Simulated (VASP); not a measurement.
Nb:

```xyz
1
Lattice="-1.6640 1.6640 1.6640 1.6640 -1.6640 1.6640 1.6640 1.6640 -1.6640" Properties=species:S:1:pos:R:3 pbc="T T T"
Nb    0.0000    0.0000    0.0000
```

* Program: VASP 6.6.1
* Task: relaxation of cell and atoms
* Functional: PBEsol
* Dispersion: D3(BJ)
* Potentials or basis: VASP PAW PBE potentials, release 64 (Nb_sv)
* Cutoff: 500 eV
* k mesh: 11 × 11 × 11
* Occupations: fermi-dirac, width 0.05 eV
* Spin: no spin polarisation

At the start: pressure -14.6 GPa; volume 18.43 Å³/atom.

Problem. Where does the relaxation end?

Solution. Over 4 steps the energy falls by 75.0 meV/atom and the volume is 16.88 Å³/atom (-8.4 %); space group Im-3m (No. 229, to 0.05 Å).

The path:
```
step  energy change (eV)  largest force (eV/Å)  pressure (GPa)  volume (Å³)
   1              0.0000                0.0000          -14.60        18.43
   2              0.2105                0.0000           40.23        14.30
   3             -0.0749                0.0000           -0.73        16.94
   4             -0.0750                0.0000           -0.08        16.88
```

Final structure:
```
Nb
1.0
    -1.61605    1.61605    1.61605
     1.61605   -1.61605    1.61605
     1.61605    1.61605   -1.61605
Nb
1
Cartesian
  -1.6161 1.6161 1.6161
```

Caveat: the PAW data sets were made with another functional, which shifts forces and pressure a little; pairwise dispersion overbinds metals, which lowers pressure and volume.
